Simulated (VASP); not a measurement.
Input of a VASP 6.6.1 run:

The input POSCAR:

```
CuAu
1.0
    2.8658761851      0.0000000000      0.0000000000
    0.0000000000      2.8658761851      0.0000000000
    0.0000000000      0.0000000000      3.7572732506
Au Cu
1 1
Direct
    0.0000000000      0.0000000000      0.0000000000
    0.5000000000      0.5000000000      0.5000000000
```

INCAR.step1

```
PREC     = Accurate       # precision mode
ENCUT    = 520            # plane-wave cutoff, eV
ISMEAR   = -1             # smearing method
SIGMA    = 0.05           # smearing width, eV
LREAL    = False          # projectors in reciprocal space
LASPH    = True           # aspherical terms in the spheres
NELM     = 80             # most SCF steps
NBANDS   = 18             # bands
GGA      = PE             # functional
ALGO     = Normal         # electronic algorithm
EDIFF    = 1E-4           # SCF threshold, eV
LWAVE    = True           # write WAVECAR
LCHARG   = False          # write CHGCAR
```

File INCAR.step2:

```
PREC     = Accurate       # precision mode
ENCUT    = 520            # plane-wave cutoff, eV
EDIFF    = 1E-7           # SCF threshold, eV
ISMEAR   = -1             # smearing method
SIGMA    = 0.05           # smearing width, eV
LREAL    = False          # projectors in reciprocal space
LASPH    = True           # aspherical terms in the spheres
NELM     = 80             # most SCF steps
ALGO     = Normal         # electronic algorithm
ISIF     = 2              # what is computed and relaxed
LWAVE    = False          # write WAVECAR
LCHARG   = False          # write CHGCAR
METAGGA  = R2SCAN         # meta-GGA
LMIXTAU  = True         
NBANDS   = 18             # bands
ISTART   = 1
```

File KPOINTS:

```
Automatic mesh
0
Gamma
  9 9 7
```

Potentials or basis: VASP PAW PBE potentials, release 64 (Au, Cu).

Run with:

```bash
$ cat potpaw_PBE.64/Au/POTCAR potpaw_PBE.64/Cu/POTCAR > POTCAR
$ cp INCAR.step1 INCAR
$ mpirun -np 1 vasp_std > vasp.out
$ cp INCAR.step2 INCAR
$ mpirun -np 1 vasp_std > vasp.out
```

Task: Predict the pressure.

Result: -7.9 GPa.

Task: What does it give for the band gap on the k mesh?

Result: Zero (band 11 reaches 11.18 eV, above the bottom of band 12 at 5.80 eV).

Stress tensor (GPa, compression positive):
```
-7.97  0.00  0.00
 0.00 -7.97  0.00
 0.00  0.00 -7.69
```

Caveat: the PAW data sets were made with another functional, which shifts forces and pressure a little; spin-orbit coupling is left out, which moves the levels of the heavy elements.
